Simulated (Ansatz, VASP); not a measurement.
# One calculation of SrTiO3, two programs

```
Sr Ti O
1.0
    -3.89112    0.00000   -3.89112
     0.00000   -3.89112   -3.89112
    -3.89112   -3.89112    0.00000
Sr Ti O
2 2 6
Direct
  0.00000 0.00000 0.99970
  0.50000 0.50000 0.50030
  0.25000 0.25000 0.25000
  0.75000 0.75000 0.75000
  0.50341 0.00341 0.49659
  0.99659 0.49659 0.00341
  0.49659 0.99659 0.00341
  0.00341 0.50341 0.49659
  0.50000 0.50000 0.00681
  0.00000 0.00000 0.49319
```

Change from the starting cell: mode 19 (426.9 1/cm) frozen in, largest displacement +0.037 Å.

Alike in both runs: task single point; functional PBEsol; k mesh 6 × 6 × 6; occupations gaussian, width 0.05 eV; no spin polarisation.

|  | VASP | Ansatz |
| --- | --- | --- |
| version | VASP 6.6.1 | Ansatz 0.2.0 |
| potentials or method | VASP PAW PBE potentials, release 64 (Sr_sv, Ti_sv, O), cutoff 520 eV | scalar-relativistic, plane waves, PAW |
| valence electrons in the cell | 80 | 80 |

Ansatz gave:

| Item | Value |
| --- | --- |
| gap on the k mesh at the Fermi level (eV) | 1.85 |
| least direct gap on the mesh (eV) | 1.85 |
| pressure (GPa) | 0.0 |
| rms of the force components (eV/Å) | 0.149 |

What did VASP give for the same quantities?

gap on the k mesh at the Fermi level (eV): 1.82; least direct gap on the mesh (eV): 1.82; pressure (GPa): 0.7; rms of the force components (eV/Å): 0.149.

VASP's potentials were made for PBE, not for PBEsol. Atom by atom the forces differ by 0.001 eV/Å (rms over components).
